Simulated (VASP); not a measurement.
Here is a VASP 6.6.1 calculation.

INCAR

```
SYSTEM = Sb
PREC = Accurate ; ENCUT = 520
EDIFF = 1E-6 ; ISMEAR = -1
SIGMA = 0.05 ; LREAL = .False.
LASPH = .True. ; NELM = 100
ALGO = Normal ; ISIF = 2
LWAVE = .False. ; LCHARG = .False.
GGA = PE ; NBANDS = 12
```

Contents of KPOINTS:

```
regular mesh
0
Gamma
  9 6 6
  0 0 0
```

File POSCAR:

```
Sb
1.0
    3.1634909488      0.0000000000      0.0000000000
    0.0000000000      4.4047287450      0.0000000000
   -0.0394270982      0.0000000000      4.4638303856
Sb
2
Direct
    0.0113890000      0.2500000000      0.2411660000
    0.9886110000      0.7500000000      0.7588340000
```

Potentials or basis: VASP PAW PBE potentials, release 64 (Sb).

The run is started by

```bash
$ cat potpaw_PBE.64/Sb/POTCAR > POTCAR
$ mpirun -np 1 vasp_std > vasp.out
```

Task: What does it give for the band gap on the k mesh?

Result: Zero (bands 5 and 6 overlap by 7.96 eV).

Task: Predict the pressure.

Result: -1.6 GPa.

Task: What does it give for the largest force?

Result: 0.031 eV/Å.

Forces in eV/Å, atoms in the order of the input:
```
Sb  -0.031  0.000 -0.004
Sb   0.031  0.000  0.004
```

Caveat: spin-orbit coupling is left out, which moves the levels of the heavy elements.
